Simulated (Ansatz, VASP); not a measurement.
## HfNbTe4 in VASP and in Ansatz

INCAR

```
SYSTEM = HfNbTe4
ALGO     = Normal         ! electronic algorithm
EDIFF    = 1E-6           ! SCF threshold, eV
ENCUT    = 500            ! plane-wave cutoff, eV
GGA      = PE             ! functional
GGA_COMPAT= .FALSE.      
ISIF     = 2              ! what is computed and relaxed
ISMEAR   = 0              ! smearing method
ISPIN    = 2              ! spin polarisation
LASPH    = .TRUE.         ! aspherical terms in the spheres
LCHARG   = .FALSE.        ! write CHGCAR
LMAXMIX  = 4              ! l up to which the mixer works
LORBIT   = 11             ! projections on sites
LREAL    = .FALSE.        ! projectors in reciprocal space
LWAVE    = .FALSE.        ! write WAVECAR
MAGMOM   = 0 1 0 0 0 0    ! initial moments
NBANDS   = 36             ! bands
NELM     = 200            ! most SCF steps
PREC     = Accurate       ! precision mode
SIGMA    = 0.1            ! smearing width, eV
```

The input KPOINTS:

```
k-points
0
G
  3 3 4
  0 0 0
```

POSCAR

```
HfNbTe4
1.0
    6.2427263682      0.0000000000      0.0000000000
   -3.1213631841      5.4063596238      0.0000000000
    0.0000000000      0.0000000000      4.9127313508
Hf Nb Te
1 1 4
Direct
    0.0000000000      0.0000000000      0.0000000000
    0.3333333333      0.6666666667      0.0000000000
    0.6666666667      0.3333333333      0.0000000000
    0.0164704742      0.5082352371      0.5000000000
    0.4917647629      0.5082352371      0.5000000000
    0.4917647629      0.9835295258      0.5000000000
```

Input for Ansatz:

```yaml
crystal:
  lattice:
    - [6.2427263682, 0.0, 0.0]
    - [-3.1213631841, 5.4063596238, 0.0]
    - [0.0, 0.0, 4.9127313508]
  atoms:
    - { symbol: Hf, position: [0.0, 0.0, 0.0] }
    - { symbol: Nb, position: [0.3333333333, 0.6666666667, 0.0], spin: 1.0 }
    - { symbol: Te, position: [0.6666666667, 0.3333333333, 0.0] }
    - { symbol: Te, position: [0.0164704742, 0.5082352371, 0.5] }
    - { symbol: Te, position: [0.4917647629, 0.5082352371, 0.5] }
    - { symbol: Te, position: [0.4917647629, 0.9835295258, 0.5] }
basis:
  ecutwfc: 420
kpoints:
  mp_grid: { grid: [3, 3, 4] }
hamiltonian:
  xc: pbe
scf:
  occupations: { method: gaussian, width: 0.1 }
  lower_state_search: "off"
output:
  forces: true
  stress: true
  eigenvalues: true
  populations: true
magnetization:
  spin_polarized: true
```

Change from the starting cell: species swapped into the EuAlAg4 type (P-6m2, No. 187).

Alike in both runs: task single point; functional PBE; k mesh 3 × 3 × 4; occupations gaussian, width 0.1 eV; collinear spin.

|  | VASP | Ansatz |
| --- | --- | --- |
| version | VASP 6.6.1 | Ansatz 0.2.0 |
| potentials or method | VASP PAW PBE potentials, release 64 (Hf_pv, Nb_sv, Te), cutoff 500 eV | scalar-relativistic, plane waves, PAW |
| valence electrons in the cell | 47 | 103 |

|  | VASP | Ansatz | Ansatz less VASP |
| --- | --- | --- | --- |
| gap on the k mesh at the Fermi level (eV) | none | none | - |
| pressure (GPa) | -0.1 | 0.0 | +0.12 |
| traceless stress, the component that is largest in VASP (GPa) | 0.06 | 0.07 | +0.013 |
| net moment per atom (μB) | 0.14 | 0.15 | +0.005 |
| size of the moment on the site where the two differ most (μB) | 0.25 | 0.31 | +0.053 |

Site moments also hang on the region over which each program counts them. A gap of «none» marks a metal or a gap that the smearing closes. VASP's potentials hold 47 valence electrons a cell and Ansatz's 103, so a difference there can come from the potentials and not from the codes.

The k mesh is coarse, so the values compare programs but aren't converged. Spin-orbit coupling is off throughout.
